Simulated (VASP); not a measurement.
Here is a VASP 6.6.1 calculation.

The input INCAR:

```
PREC     = Accurate       # precision mode
ENCUT    = 400            # plane-wave cutoff, eV
EDIFF    = 1E-6           # SCF threshold, eV
ISMEAR   = -1             # smearing method
SIGMA    = 0.05           # smearing width, eV
LREAL    = False          # projectors in reciprocal space
LASPH    = True           # aspherical terms in the spheres
NELM     = 120            # most SCF steps
ALGO     = Normal         # electronic algorithm
ISIF     = 2              # what is computed and relaxed
LWAVE    = False          # write WAVECAR
LCHARG   = False          # write CHGCAR
GGA      = PS             # functional
NBANDS   = 90             # bands
GGA_COMPAT= False
```

The input KPOINTS:

```
regular mesh
0
Gamma
  2 2 1
```

POSCAR

```
Sn7Se9
1.0
    8.5706600000      0.0000000000      0.0000000000
    0.0000000000      8.5706600000      0.0000000000
    0.0000000000      0.0000000000     10.9906900000
Se Sn
9 7
Direct
    0.2500000000      0.0000000000      0.3722300000
    0.2500000000      0.0000000000      0.6160400000
    0.0000000000      0.2500000000      0.3839600000
    0.2500000000      0.5000000000      0.6160400000
    0.0000000000      0.7500000000      0.3839600000
    0.7500000000      0.0000000000      0.6160400000
    0.5000000000      0.2500000000      0.3839600000
    0.7500000000      0.5000000000      0.6160400000
    0.5000000000      0.7500000000      0.3839600000
    0.0000000000      0.2500000000      0.6277700000
    0.2500000000      0.5000000000      0.3722300000
    0.0000000000      0.7500000000      0.6277700000
    0.7500000000      0.0000000000      0.3722300000
    0.5000000000      0.2500000000      0.6277700000
    0.7500000000      0.5000000000      0.3722300000
    0.5000000000      0.7500000000      0.6277700000
```

Potentials or basis: VASP PAW PBE potentials, release 64 (Se, Sn_d).

Command:

```sh
$ cat potpaw_PBE.64/Se/POTCAR potpaw_PBE.64/Sn_d/POTCAR > POTCAR
$ mpirun -np 1 vasp_std > vasp.out
```

Predict the pressure.

-1.2 GPa.

Predict the band gap on the k mesh.

zero (bands 76 and 77 overlap by 0.26 eV).

Estimate the largest force.

1.225 eV/Å.

Forces in eV/Å, atoms in the order of the input:
```
Se   0.000  0.000  1.225
Se   0.000  0.000 -1.086
Se  -0.012  0.012 -0.117
Se   0.000  0.000  0.076
Se  -0.012 -0.012 -0.117
Se   0.000  0.000  0.076
Se   0.012  0.012 -0.117
Se   0.000  0.000  0.387
Se   0.012 -0.012 -0.117
Sn  -0.096  0.096 -0.132
Sn   0.000  0.000  0.060
Sn  -0.096 -0.096 -0.132
Sn   0.000  0.000  0.060
Sn   0.096  0.096 -0.132
Sn   0.000  0.000  0.199
Sn   0.096 -0.096 -0.132
```

Caveat: the k points lie up to 0.37 Å⁻¹ apart; the PAW data sets were made with another functional, which shifts forces and pressure a little; spin-orbit coupling is left out, which moves the levels of the heavy elements.
